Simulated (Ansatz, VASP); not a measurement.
## One calculation of Si, two programs

File INCAR:

```
  ALGO = Normal
  EDIFF = 1E-6
  ENCUT = 520
  GGA = PE
  ISIF = 2
  ISMEAR = -1
  LASPH = T
  LCHARG = F
  LREAL = F
  LWAVE = F
  NBANDS = 11
  NELM = 60
  PREC = Accurate
  SIGMA = 0.08
```

The input KPOINTS:

```
k-points
0
Gamma
  12 12 12
```

File POSCAR:

```
Si
1.0
    0.0000000000      2.7154700000      2.7154700000
    2.7154700000      0.0000000000      2.7154700000
    2.7154700000      2.7154700000      0.0000000000
Si
2
Direct
    0.5000000000      0.5000000000      0.5000000000
    0.7500000000      0.7500000000      0.7500000000
```

Input for Ansatz:

```yaml
crystal:
  lattice:
    - [0.0, 2.71547, 2.71547]
    - [2.71547, 0.0, 2.71547]
    - [2.71547, 2.71547, 0.0]
  atoms:
    - { symbol: Si, position: [0.5, 0.5, 0.5] }
    - { symbol: Si, position: [0.75, 0.75, 0.75] }
kpoints:
  mp_grid: { grid: [12, 12, 12] }
scf:
  occupations: { method: fermi_dirac, width: 0.08 }
hamiltonian:
  xc: pbe
  pseudopotentials:
    kind: all_electron
    lapw: { basis_error: 0.00025, muffin_tin_radii: { Si: 0.705 } }
output:
  forces: true
  stress: true
  eigenvalues: true
```

Alike in both runs: task single point; functional PBE; k mesh 12 × 12 × 12; occupations fermi-dirac, width 0.08 eV; no spin polarisation.

```csv
,VASP,Ansatz
version,VASP 6.6.1,Ansatz 0.2.0
potentials or method,"VASP PAW PBE potentials, release 64 (Si), cutoff 520 eV","all-electron LAPW, scalar-relativistic"
```

```tsv
	VASP	Ansatz	Ansatz less VASP
pressure (GPa)	1.9	2.0	+0.04
```

Ansatz ran all-electron here, and VASP with PAW potentials.
